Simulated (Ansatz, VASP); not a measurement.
TaN in VASP and in Ansatz

```xyz
6
Lattice="5.1960 0.0000 0.0000 -2.5980 4.4999 0.0000 0.0000 0.0000 2.9110" Properties=species:S:1:pos:R:3 pbc="T T T"
Ta    0.0000    2.9999    1.4555
Ta    2.5980    1.5000    1.4555
Ta    0.0000    0.0000    0.0000
N     2.0412    0.0000    0.0000
N     1.5774    2.7321    0.0000
N    -1.0206    1.7678    0.0000
```

Alike in both runs: task single point; functional LDA; k mesh 5 × 5 × 8; occupations gaussian, width 0.1 eV; no spin polarisation.

|  | VASP | Ansatz |
| --- | --- | --- |
| version | VASP 6.6.1 | Ansatz 0.2.0 |
| potentials or method | VASP PAW LDA potentials, release 64 (Ta_sv_GW, N_h), cutoff 1330 eV | plane waves, PAW |
| valence electrons in the cell | 54 | 54 |

|  | VASP | Ansatz | Ansatz less VASP |
| --- | --- | --- | --- |
| pressure (GPa) | -8.9 | -10.0 | -1.10 |
| traceless stress, the component that is largest in VASP (GPa) | -1.96 | -1.83 | +0.126 |
| rms of the force components (eV/Å) | 0.027 | 0.034 | +0.0065 |

LDA's correlation is that of Perdew and Zunger in VASP and of Perdew and Wang (1992) in Ansatz. Atom by atom the forces differ by 0.007 eV/Å (rms over components).

Spin-orbit coupling is off throughout.
